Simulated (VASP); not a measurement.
# CuO (Tenorite) (C2/c) in VASP: further runs, part 2 of 3

VASP 6.6.1. Earlier steps stand in the parts before.

### Step 3. Single point, PBE

This run uses another cell than the first one, of 9.73 Å³/atom, 1.021 times its volume.

The input, INCAR:

```
SYSTEM = CuO
PREC = Accurate ; ENCUT = 520
EDIFF = 1E-7 ; ISMEAR = -1
SIGMA = 0.1 ; LREAL = .False.
LASPH = .True. ; NELM = 80
ALGO = Normal ; ISIF = 2
LWAVE = .False. ; LCHARG = .False.
GGA = PE ; NBANDS = 25
```

The input, KPOINTS:

```
Automatic mesh
0
Gamma
  10 10 6
  0 0 0
```

The input, POSCAR:

```
CuO
1.0
    2.3101994985     -1.6881714891      0.0000000000
    2.3101994985      1.6881714891      0.0000000000
   -0.8385416998      0.0000000000      4.9895120258
Cu O
2 2
Direct
    0.0000000000      0.5000000000      0.0000000000
    0.5000000000      0.0000000000      0.5000000000
    0.5816000000      0.4184000000      0.2500000000
    0.4184000000      0.5816000000      0.7500000000
```

Potentials or basis: VASP PAW PBE potentials, release 64 (Cu, O).

Launch:

```console
> cat potpaw_PBE.64/Cu/POTCAR potpaw_PBE.64/O/POTCAR > POTCAR
> mpirun -np 1 vasp_std > vasp.out
```

OUTCAR:

```text
SYSTEM = CuO
   PREC = Accurate
   ENCUT = 520
   EDIFF = 1E-7
   ISMEAR = -1
   LREAL = .False.
   LASPH = .True.
   NELM = 80
   ISIF = 2
   GGA = PE

 ion  position               nearest neighbor table
   1  0.000  0.500  0.000-   3 1.92   4 1.92   4 1.93   3 1.93
   2  0.500  0.000  0.500-   4 1.92   3 1.92   4 1.93   3 1.93
   3  0.582  0.418  0.250-   2 1.92   1 1.92   2 1.93   1 1.93
   4  0.418  0.582  0.750-   1 1.92   2 1.92   2 1.93   1 1.93

  LATTYP: Found a base centered monoclinic cell.
 ALAT       =     4.6203989970
 B/A-ratio  =     0.7307470589
 C/A-ratio  =     1.0950319242
 COS(beta)  =    -0.1657365915

  Lattice vectors:

 A1 = (   2.3101994985,  -1.6881714891,   0.0000000000)
 A2 = (   2.3101994985,   1.6881714891,   0.0000000000)
 A3 = (  -0.8385416998,   0.0000000000,   4.9895120258)

Analysis of symmetry for initial positions (statically):
=====================================================================
 Subroutine PRICEL returns:
 Original cell was already a primitive cell.

 Routine SETGRP: Setting up the symmetry group for a
 base centered monoclinic supercell.

 Subroutine GETGRP returns: Found  4 space group operations
 (whereof  2 operations were pure point group operations)
 out of a pool of  4 trial point group operations.

The static configuration has the point symmetry S_2 .
 The point group associated with its full space group is C_2h.

Analysis of symmetry for dynamics (positions and initial velocities):
=====================================================================
 Subroutine PRICEL returns:
 Original cell was already a primitive cell.

 Routine SETGRP: Setting up the symmetry group for a
 base centered monoclinic supercell.

 Subroutine GETGRP returns: Found  4 space group operations
[... 117 lines left out ...]
   TEBEG  =    0.0;   TEEND  =   0.0 temperature during run
   PSTRESS=    0.0 pullay stress
   NELECT =      34.0000    total number of electrons
   NUPDOWN=      -1.0000    fix difference up-down
   EMIN   =  10.00;   EMAX   =-10.00  energy-range for DOS
   EFERMI =   0.00;   METHOD = LEGACY
   ISMEAR =    -1;   SIGMA  =   0.10  broadening in eV -4-tet -1-fermi 0-gaus
   EFERMI_NEDOS =   21; number of points for ismear=-14 and -15
   IALGO  =     38    algorithm
   IMIX   =      4    mixing-type and parameters
     AMIX     =   0.40;   BMIX     =  1.00
     AMIX_MAG =   1.60;   BMIX_MAG =  1.00
  volume/ion in A,a.u.               =       9.73        65.66
  Fermi-wavevector in a.u.,A,eV,Ry     =   1.565008  2.957435 33.324050  2.449249
  Thomas-Fermi vector in A             =   2.667547
   LORBIT       =      0    0 simple, 1 ext, 2 COOP (PROOUT), +10 PAW based schemes
   GGA     = PE    functional components
   LHFCALC =     F    Hartree Fock is set to
   AEXX    =    0.0000 exact exchange contribution
   IVDW    =     0    specifies the selected vdW correction
   LEPSILON=     F    determine dielectric tensor
   LRPA    =     F    only Hartree local field effects (RPA)
 non-spin polarized calculation
  energy-cutoff  :      520.00
  volume of cell :       38.92
 maximum number of plane-waves:      1071
 NGX is ok and might be reduce to    24
   NGX = 11   NGY = 11   NGZ = 19

 number of electron      33.9999986 magnetization

 Free energy of the ion-electron system (eV)
  ---------------------------------------------------
  ext. energy  EPLUGINS =         0.00000000
  ---------------------------------------------------
  free energy    TOTEN  =       -19.44996832 eV

  energy without entropy =      -19.37868459  energy(sigma->0) =      -19.41432645

 E-fermi :   6.3000     XC(G=0): -12.1501

 val. band max:        6.2937785990   @ k =  -0.4000   0.1000   0.1667
 cond. band min:       6.3003742866   @ k =   0.5000   0.0000   0.0000
 fundamental gap:      0.0065956876
 Fermi energy:         6.3000417663

 k-point     1 :       0.0000    0.0000    0.0000
  band No.  band energies     occupation
      1     -14.0373      2.00000
      2     -12.5934      2.00000
      3      -2.2837      2.00000
      4       0.4164      2.00000
      5       0.8249      2.00000
      6       2.7619      2.00000
[... 661 lines left out ...]
     24      19.9698      0.00000
     25      20.9599      0.00000

 [... further k-points ...]
[... 5 lines left out ...]
  --------------------------------------------------------------------------------------
  -------------------------------------------------------------------------------------
  Total        3.6963197      3.3854476      3.8531143      0.0000000      0.0000000     -0.5283665
  in kB      152.1689320    139.3710468    158.6238039      0.0000000      0.0000000    -21.7516262
  external PRESSURE =     150.0545942 kB  Pullay stress =       0.0000000 kB

 VOLUME and BASIS-vectors are now :
 -----------------------------------------------------------------------------
  energy-cutoff  :      520.00
  volume of cell :       38.92
      direct lattice vectors                 reciprocal lattice vectors
     2.310199498 -1.688171489  0.000000000     0.216431525 -0.296178441  0.036373669
     2.310199498  1.688171489  0.000000000     0.216431525  0.296178441  0.036373669
    -0.838541700  0.000000000  4.989512026     0.000000000  0.000000000  0.200420401

 POSITION                                       TOTAL-FORCE (eV/Angst)
 -----------------------------------------------------------------------------------
      1.15510      0.84409      0.00000         0.000000      0.000000     -0.000000
      0.73583     -0.84409      2.49476         0.000000     -0.000000     -0.000000
      2.10056     -0.27551      1.24738         0.000000      0.079096     -0.000000
      1.68129      0.27551      3.74213        -0.000000     -0.079096      0.000000
 -----------------------------------------------------------------------------------
    total drift:                                0.000000      0.000000     -0.000000

  FREE ENERGIE OF THE ION-ELECTRON SYSTEM (eV)
  ---------------------------------------------------
  free  energy   TOTEN  =       -19.4499683152 eV

  energy  without entropy=      -19.3786845872  energy(sigma->0) =      -19.41432645
```

OSZICAR:

```text
N       E                     dE             d eps       ncg     rms          rms(c)
DAV:   1     0.298572248501E+03    0.29857E+03   -0.16470E+04  9136   0.219E+03
DAV:   2     0.106763846095E+02   -0.28790E+03   -0.26498E+03  8772   0.404E+02
DAV:   3    -0.244298616435E+02   -0.35106E+02   -0.33252E+02 10686   0.156E+02
DAV:   4    -0.255445278265E+02   -0.11147E+01   -0.11092E+01 10537   0.298E+01
DAV:   5    -0.255651418346E+02   -0.20614E-01   -0.20605E-01 11244   0.361E+00    0.174E+01
DAV:   6    -0.225697407597E+02    0.29954E+01   -0.33441E+01 12222   0.150E+02    0.126E+01
DAV:   7    -0.193950194425E+02    0.31747E+01   -0.92814E+00 10430   0.113E+02    0.260E+00
DAV:   8    -0.194862579164E+02   -0.91238E-01   -0.14172E+00  9298   0.823E+00    0.164E+00
DAV:   9    -0.194546775953E+02    0.31580E-01   -0.55345E-02 15063   0.670E+00    0.518E-01
DAV:  10    -0.194505000138E+02    0.41776E-02   -0.13298E-02 13045   0.199E+00    0.320E-01
DAV:  11    -0.194498951248E+02    0.60489E-03   -0.58483E-03 12962   0.711E-01    0.464E-02
DAV:  12    -0.194499310915E+02   -0.35967E-04   -0.23709E-04 10843   0.165E-01    0.295E-02
DAV:  13    -0.194499707349E+02   -0.39643E-04   -0.42323E-05 12952   0.725E-02    0.116E-02
DAV:  14    -0.194499685482E+02    0.21867E-05   -0.16554E-06 14389   0.384E-02    0.549E-03
DAV:  15    -0.194499683713E+02    0.17691E-06   -0.20164E-06 13115   0.147E-02    0.481E-04
DAV:  16    -0.194499683152E+02    0.56048E-07   -0.50116E-08  4919   0.347E-03
   1 F= -.19449968E+02 E0= -.19414326E+02  d E =-.712837E-01
```

stdout:

```text
POSCAR found type information on POSCAR CuO
 POSCAR found :  2 types and       4 ions
 scaLAPACK will be used
 LDA part: xc-table for (Slater+PW92), standard interpolation
 POSCAR, INCAR and KPOINTS ok, starting setup
 FFT: planning ... GRIDC
 FFT: planning ... GRID_SOFT
 FFT: planning ... GRID
 WAVECAR not read
 entering main loop
```

It took 98 s on 1 thread of AMD EPYC 9R45 (Zen 5), shared host; peak memory 0.23 GiB.

What came out:

```yaml
Free_energy: -19.4500 eV
Pressure: 15.0 GPa
Largest_force: 0.079 eV/Å
Band_gap_on_the_k_mesh: zero (band 17 reaches 6.57 eV, above the bottom of band 18 at 5.87 eV)
```

Forces on the atoms (eV/Å):
```
Cu   0.000  0.000  0.000
Cu   0.000  0.000  0.000
O    0.000  0.079  0.000
O    0.000 -0.079  0.000
```

Stress tensor (GPa, compression positive):
```
15.22  0.00 -2.18
 0.00 13.94  0.00
-2.18  0.00 15.86
```

Levels at points of the mesh, in eV from the Fermi level:
```csv
k point,band 14,band 15,band 16,band 17,band 18,band 19,band 20,band 21
"(0.00, 0.00, 0.00)",-2.37,-2.31,-1.77,0.21,0.98,1.87,6.08,8.41
"(0.50, 0.00, 0.00)",-1.72,-1.62,-1.51,0.00,0.24,4.86,6.49,7.15
"(0.50, 0.50, 0.00)",-2.27,-1.72,-1.31,-0.71,1.11,3.23,7.27,8.58
"(0.00, 0.00, 0.50)",-2.36,-1.63,-1.63,0.23,0.23,4.09,4.09,11.88
"(0.50, 0.00, 0.50)",-2.29,-1.83,-1.71,-0.09,0.77,5.13,6.74,8.16
"(0.50, 0.50, 0.50)",-1.78,-1.40,-1.40,-0.43,-0.43,5.18,5.18,9.28
```

Caveat: semilocal functionals often make such compounds metallic where correlation or magnetic order opens a gap, which also shifts bond lengths. With open d or f shells a metallic result of PBE can be an artefact of self-interaction; +U or a hybrid may open a gap.

(Part 2 of 3 ends here.)
